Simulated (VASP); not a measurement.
Input of a VASP 6.6.1 run:

File INCAR:

```
SYSTEM = MgF2
ALGO     = Normal         ! electronic algorithm
EDIFF    = 1E-8           ! SCF threshold, eV
ENCUT    = 520            ! plane-wave cutoff, eV
GGA_COMPAT= .False.      
ISIF     = 2              ! what is computed and relaxed
ISMEAR   = -1             ! smearing method
LASPH    = .True.         ! aspherical terms in the spheres
LCHARG   = .False.        ! write CHGCAR
LEFG     = .True.       
LREAL    = .False.        ! projectors in reciprocal space
LWAVE    = .False.        ! write WAVECAR
NBANDS   = 25             ! bands
NELM     = 120            ! most SCF steps
PREC     = Accurate       ! precision mode
SIGMA    = 0.02           ! smearing width, eV
```

File KPOINTS:

```
k-points
0
Gamma
  5 5 7
  0 0 0
```

File POSCAR:

```
MgF2
1.0
    4.6366532689      0.0000000000      0.0000000000
    0.0000000000      4.6366532689      0.0000000000
    0.0000000000      0.0000000000      3.0259196749
Mg F
2 4
Direct
    0.0000000000      0.0000000000      0.0000000000
    0.5000000000      0.5000000000      0.5000000000
    0.3028000000      0.3028000000      0.0000000000
    0.1972000000      0.8028000000      0.5000000000
    0.6972000000      0.6972000000      0.0000000000
    0.8028000000      0.1972000000      0.5000000000
```

Potentials or basis: VASP PAW LDA potentials, release 64 (Mg, F).

Launch:

```console
$ cat potpaw_LDA.64/Mg/POTCAR potpaw_LDA.64/F/POTCAR > POTCAR
$ mpirun -np 1 vasp_std > vasp.out
```

Problem. Estimate the band gap on the k mesh.

Solution. 6.79 eV, direct.

Problem. Predict the largest force.

Solution. 0.036 eV/Å.

Problem. Estimate the pressure.

Solution. -5.8 GPa.

Electric field gradients, principal values (V/Å²):
```
atom   least  middle  greatest (by size)
1 Mg  -0.307  -5.467               5.773
2 Mg  -0.307  -5.467               5.773
 3 F  15.345  33.912             -49.257
 4 F  15.345  33.912             -49.257
 5 F  15.345  33.912             -49.257
 6 F  15.345  33.912             -49.257
```

Caveat: without QUAD_EFG the Cq values of the log hold for a quadrupole moment of 1 mb, not for the nuclei. A k mesh can miss the band edges.
